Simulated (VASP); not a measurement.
# TlBr (Pm-3m) in VASP: single point with r2SCAN

Aim: the single point of TlBr with r2SCAN.

Program: VASP 6.6.1. These are calculated values, not measurements. Logs are shortened: lines on timing, memory, paths and dates and some standing lists are left out, and cuts for length are marked.

## 1. The cell of the first run

The structure is cubic, space group Pm-3m (No. 221). The conventional cell has a = 3.652 Å, b = 3.652 Å, c = 3.652 Å, α = 90.00°, β = 90.00°, γ = 90.00°. Tl (site symmetry m-3m) has 8 Br at 3.16 Å and 6 Tl at 3.65 Å within 4.2 Å. Br (site symmetry m-3m) has 8 Tl at 3.16 Å and 6 Br at 3.65 Å within 4.2 Å.

## 2. Single point, r2SCAN (strain -0.080 along x and y, -0.080 along z)

POSCAR

```
TlBr
1.0
    3.6524000000      0.0000000000      0.0000000000
    0.0000000000      3.6524000000      0.0000000000
    0.0000000000      0.0000000000      3.6524000000
Tl Br
1 1
Direct
    0.0000000000      0.0000000000      0.0000000000
    0.5000000000      0.5000000000      0.5000000000
```

INCAR.step1

```
PREC = Accurate ; ENCUT = 550
ISMEAR = 0 ; SIGMA = 0.05
LREAL = False ; LASPH = True
NELM = 120 ; NBANDS = 17
GGA = PE ; ALGO = Normal
EDIFF = 1E-5 ; LWAVE = True
LCHARG = False ; GGA_COMPAT = False
```

INCAR.step2

```
PREC = Accurate ; ENCUT = 550
EDIFF = 1E-6 ; ISMEAR = 0
SIGMA = 0.05 ; LREAL = False
LASPH = True ; NELM = 120
ALGO = Normal ; ISIF = 2
LWAVE = False ; LCHARG = True
METAGGA = R2SCAN ; LMIXTAU = True
LELF = True ; LVHAR = True
NBANDS = 17 ; ISTART = 1
GGA_COMPAT = False
```

KPOINTS

```
Automatic mesh
0
Gamma
  8 8 8
```

Potentials or basis: VASP PAW PBE potentials, release 64 (Tl_d, Br).

The run is started by

```
$ cat potpaw_PBE.64/Tl_d/POTCAR potpaw_PBE.64/Br/POTCAR > POTCAR
$ cp INCAR.step1 INCAR
$ mpirun -np 1 vasp_std > vasp.out
$ cp INCAR.step2 INCAR
$ mpirun -np 1 vasp_std > vasp.out
```

OUTCAR:

```text
PREC = Accurate
   ENCUT = 550
   EDIFF = 1E-6
   ISMEAR = 0
   LREAL = False
   LASPH = True
   NELM = 120
   ISIF = 2
   METAGGA = R2SCAN
   ISTART = 1

 ion  position               nearest neighbor table
   1  0.000  0.000  0.000-   2 3.16   2 3.16   2 3.16   2 3.16   2 3.16   2 3.16   2 3.16   2 3.16

   2  0.500  0.500  0.500-   1 3.16   1 3.16   1 3.16   1 3.16   1 3.16   1 3.16   1 3.16   1 3.16

  LATTYP: Found a simple cubic cell.
 ALAT       =     3.6524000000

  Lattice vectors:

 A1 = (   3.6524000000,   0.0000000000,   0.0000000000)
 A2 = (   0.0000000000,   3.6524000000,   0.0000000000)
 A3 = (   0.0000000000,   0.0000000000,   3.6524000000)

Analysis of symmetry for initial positions (statically):
=====================================================================
 Subroutine PRICEL returns:
 Original cell was already a primitive cell.

 Routine SETGRP: Setting up the symmetry group for a
 simple cubic supercell.

 Subroutine GETGRP returns: Found 48 space group operations
 (whereof 48 operations were pure point group operations)
 out of a pool of 48 trial point group operations.

The static configuration has the point symmetry O_h .

Analysis of symmetry for dynamics (positions and initial velocities):
=====================================================================
 Subroutine PRICEL returns:
 Original cell was already a primitive cell.

 Routine SETGRP: Setting up the symmetry group for a
 simple cubic supercell.

 Subroutine GETGRP returns: Found 48 space group operations
 (whereof 48 operations were pure point group operations)
 out of a pool of 48 trial point group operations.

The dynamic configuration has the point symmetry O_h .

 Subroutine INISYM returns: Found 48 space group operations
 (whereof 48 operations are pure point group operations),
 and found     1 'primitive' translations

----------------------------------------------------------------------------------------

                                     Primitive cell

  volume of cell :      48.7231

  direct lattice vectors                    reciprocal lattice vectors
     3.652400000  0.000000000  0.000000000     0.273792575  0.000000000  0.000000000
     0.000000000  3.652400000  0.000000000     0.000000000  0.273792575  0.000000000
     0.000000000  0.000000000  3.652400000     0.000000000  0.000000000  0.273792575

  length of vectors
     3.652400000  3.652400000  3.652400000     0.273792575  0.273792575  0.273792575

  position of ions in fractional coordinates (direct lattice)
     0.000000000  0.000000000  0.000000000
     0.500000000  0.500000000  0.500000000

  ion indices of the primitive-cell ions
   primitive index   ion index
                 1           1
                 2           2

----------------------------------------------------------------------------------------

 KPOINTS: Automatic mesh

Automatic generation of k-mesh.
 Grid dimensions read from file:
 generate k-points for:    8    8    8

 Generating k-lattice:

  Cartesian coordinates                     Fractional coordinates (reciprocal lattice)
     0.034224072  0.000000000  0.000000000     0.125000000  0.000000000  0.000000000
     0.000000000  0.034224072  0.000000000     0.000000000  0.125000000  0.000000000
     0.000000000  0.000000000  0.034224072     0.000000000  0.000000000  0.125000000

  Length of vectors
     0.034224072  0.034224072  0.034224072

  Shift w.r.t. Gamma in fractional coordinates (k-lattice)
     0.000000000  0.000000000  0.000000000

 Subroutine IBZKPT returns following result:
 ===========================================

 Found     35 irreducible k-points:

 Following reciprocal coordinates:
            Coordinates               Weight
  0.000000  0.000000  0.000000      1.000000
  0.125000  0.000000  0.000000      6.000000
  0.250000  0.000000  0.000000      6.000000
  0.375000  0.000000  0.000000      6.000000
  0.500000  0.000000  0.000000      3.000000
  0.125000  0.125000  0.000000     12.000000
[... 16 lines left out ...]
  0.375000  0.375000  0.125000     24.000000
  0.500000  0.375000  0.125000     24.000000
 [... further k-points ...]
   k-points           NKPTS =     35   k-points in BZ     NKDIM =     35   number of bands    NBANDS=     17
   number of dos      NEDOS =    301   number of ions     NIONS =      2
   total plane-waves  NPLWV =  21952
   dimension x,y,z NGX =    28 NGY =   28 NGZ =   28
   dimension x,y,z NGXF=    56 NGYF=   56 NGZF=   56
   ions per type =               1   1
   NGX,Y,Z   is equivalent  to a cutoff of  12.74, 12.74, 12.74 a.u.
   NGXF,Y,Z  is equivalent  to a cutoff of  25.49, 25.49, 25.49 a.u.
 SYSTEM =  unknown system
   PREC   = accura    normal or accurate (medium, high low for compatibility)
   ISTART =      1    job   : 0-new  1-cont  2-samecut
   ICHARG =      0    charge: 1-file 2-atom 10-const
   ISPIN  =      1    spin polarized calculation?
   LNONCOLLINEAR =      F non collinear calculations
   LSORBIT =      F    spin-orbit coupling
   LASPH  =      T    aspherical Exc in radial PAW
   ENCUT  =  550.0 eV  40.42 Ry    6.36 a.u.   6.98  6.98  6.98*2*pi/ulx,y,z
   NELM   =    120;   NELMIN=  2; NELMDL=  0     # of ELM steps
   EDIFF  = 0.1E-05   stopping-criterion for ELM
   LREAL  =      F    real-space projection
   EDIFFG = 0.1E-04   stopping-criterion for IOM
   NSW    =      0    number of steps for IOM
   IBRION =     -1    ionic relax: 0-MD 1-quasi-New 2-CG
   NFREE  =      0    steps in history (QN), initial steepest desc. (CG)
   ISIF   =      2    stress and relaxation
   ISYM   =      2    0-nonsym 1-usesym 2-fastsym
   POTIM  = 0.5000    time-step for ionic-motion
   TEBEG  =    0.0;   TEEND  =   0.0 temperature during run
   PSTRESS=    0.0 pullay stress
   NELECT =      20.0000    total number of electrons
   NUPDOWN=      -1.0000    fix difference up-down
   EMIN   =  10.00;   EMAX   =-10.00  energy-range for DOS
   EFERMI =   0.00;   METHOD = LEGACY
   ISMEAR =     0;   SIGMA  =   0.05  broadening in eV -4-tet -1-fermi 0-gaus
   EFERMI_NEDOS =   21; number of points for ismear=-14 and -15
   IALGO  =     38    algorithm
   IMIX   =      4    mixing-type and parameters
     AMIX     =   0.40;   BMIX     =  1.00
     AMIX_MAG =   1.60;   BMIX_MAG =  1.00
  volume/ion in A,a.u.               =      24.36       164.40
  Fermi-wavevector in a.u.,A,eV,Ry     =   1.216671  2.299175 20.140546  1.480288
  Thomas-Fermi vector in A             =   2.352017
   LORBIT       =      0    0 simple, 1 ext, 2 COOP (PROOUT), +10 PAW based schemes
   METAGGA = R2SCAN    functional components
   LHFCALC =     F    Hartree Fock is set to
   AEXX    =    0.0000 exact exchange contribution
   IVDW    =     0    specifies the selected vdW correction
   LEPSILON=     F    determine dielectric tensor
   LRPA    =     F    only Hartree local field effects (RPA)
 non-spin polarized calculation
 Gauss-broadening in eV      SIGMA  =   0.05
  energy-cutoff  :      550.00
  volume of cell :       48.72
 maximum number of plane-waves:      1472
 NGX is ok and might be reduce to    28
   NGX = 13   NGY = 13   NGZ = 13

 number of electron      19.9999996 magnetization

 Free energy of the ion-electron system (eV)
  ---------------------------------------------------
  ext. energy  EPLUGINS =         0.00000000
  ---------------------------------------------------
  free energy    TOTEN  =       -67.90647295 eV

  energy without entropy =      -67.90647295  energy(sigma->0) =      -67.90647295

 E-fermi :   5.7645     XC(G=0): -10.7741

 val. band max:        5.4906191631   @ k =   0.5000   0.0000   0.0000
 cond. band min:       6.5634000644   @ k =   0.5000   0.5000   0.5000
 fundamental gap:      1.0727809013
 Fermi energy:         5.7644900640

 k-point     1 :       0.0000    0.0000    0.0000
  band No.  band energies     occupation
      1     -10.8117      2.00000
      2      -5.9536      2.00000
      3      -5.9536      2.00000
      4      -5.5802      2.00000
      5      -5.5802      2.00000
      6      -5.5802      2.00000
[... 9 lines left out ...]
     16      19.7923      0.00000
     17      19.7923      0.00000

 k-point     2 :       0.1250    0.0000    0.0000
  band No.  band energies     occupation
      1     -10.7408      2.00000
      2      -5.9495      2.00000
      3      -5.9160      2.00000
      4      -5.6038      2.00000
      5      -5.6038      2.00000
      6      -5.5782      2.00000
[... 9 lines left out ...]
     16      19.6017      0.00000
     17      19.6018      0.00000

 k-point     3 :       0.2500    0.0000    0.0000
  band No.  band energies     occupation
      1     -10.5588      2.00000
      2      -5.9393      2.00000
      3      -5.8312      2.00000
      4      -5.6598      2.00000
      5      -5.6598      2.00000
      6      -5.5733      2.00000
[... 9 lines left out ...]
     16      18.3977      0.00000
     17      19.6616      0.00000

 k-point     4 :       0.3750    0.0000    0.0000
  band No.  band energies     occupation
      1     -10.3586      2.00000
      2      -5.9292      2.00000
      3      -5.7608      2.00000
      4      -5.7142      2.00000
      5      -5.7142      2.00000
      6      -5.5684      2.00000
[... 9 lines left out ...]
     16      18.1984      0.00000
     17      19.5696      0.00000
[... 343 lines left out ...]
      1     -10.1200      2.00000
      2      -5.8026      2.00000
      3      -5.7733      2.00000
      4      -5.6607      2.00000
      5      -5.6021      2.00000
      6      -5.5936      2.00000
[... 9 lines left out ...]
     16      17.2755      0.00000
     17      19.8758      0.00000

 k-point    23 :       0.3750    0.3750    0.1250
  band No.  band energies     occupation
      1     -10.0773      2.00000
      2      -5.7816      2.00000
      3      -5.7352      2.00000
      4      -5.7061      2.00000
      5      -5.5781      2.00000
      6      -5.5396      2.00000
[... 9 lines left out ...]
     16      17.1650      0.00000
     17      19.6215      0.00000

 k-point    24 :       0.5000    0.3750    0.1250
  band No.  band energies     occupation
      1     -10.0335      2.00000
      2      -5.7672      2.00000
      3      -5.7451      2.00000
      4      -5.7029      2.00000
      5      -5.5722      2.00000
      6      -5.4985      2.00000
[... 9 lines left out ...]
     16      17.2043      0.00000
     17      20.2387      0.00000

 [... further k-points ...]
[... 5 lines left out ...]
  --------------------------------------------------------------------------------------
  -------------------------------------------------------------------------------------
  Total        3.9865810      3.9865810      3.9865810     -0.0000000     -0.0000000     -0.0000000
  in kB      131.0919958    131.0919958    131.0919958     -0.0000000     -0.0000000     -0.0000000
  external PRESSURE =     131.0919958 kB  Pullay stress =       0.0000000 kB

 VOLUME and BASIS-vectors are now :
 -----------------------------------------------------------------------------
  energy-cutoff  :      550.00
  volume of cell :       48.72
      direct lattice vectors                 reciprocal lattice vectors
     3.652400000  0.000000000  0.000000000     0.273792575  0.000000000  0.000000000
     0.000000000  3.652400000  0.000000000     0.000000000  0.273792575  0.000000000
     0.000000000  0.000000000  3.652400000     0.000000000  0.000000000  0.273792575

 POSITION                                       TOTAL-FORCE (eV/Angst)
 -----------------------------------------------------------------------------------
      0.00000      0.00000      0.00000         0.000000      0.000000      0.000000
      1.82620      1.82620      1.82620         0.000000      0.000000      0.000000
 -----------------------------------------------------------------------------------
    total drift:                               -0.000000      0.000000      0.000000

  FREE ENERGIE OF THE ION-ELECTRON SYSTEM (eV)
  ---------------------------------------------------
  free  energy   TOTEN  =       -67.9064729511 eV

  energy  without entropy=      -67.9064729511  energy(sigma->0) =      -67.90647295
```

It took 40 s on 1 thread of Intel Xeon 6975P-C (Granite Rapids), shared host; peak memory 0.18 GiB.

Results:

| Quantity | Value |
| --- | --- |
| Free energy | -67.9065 eV |
| Pressure | 13.1 GPa |
| Band gap on the k mesh | 1.07 eV, indirect (least direct gap 1.49 eV) |

Caveat: the cell differs from its parent crystal (strain -0.080 along x and y, -0.080 along z); the PAW data sets were made with another functional, which shifts forces and pressure a little; spin-orbit coupling is left out, which moves the levels of the heavy elements.
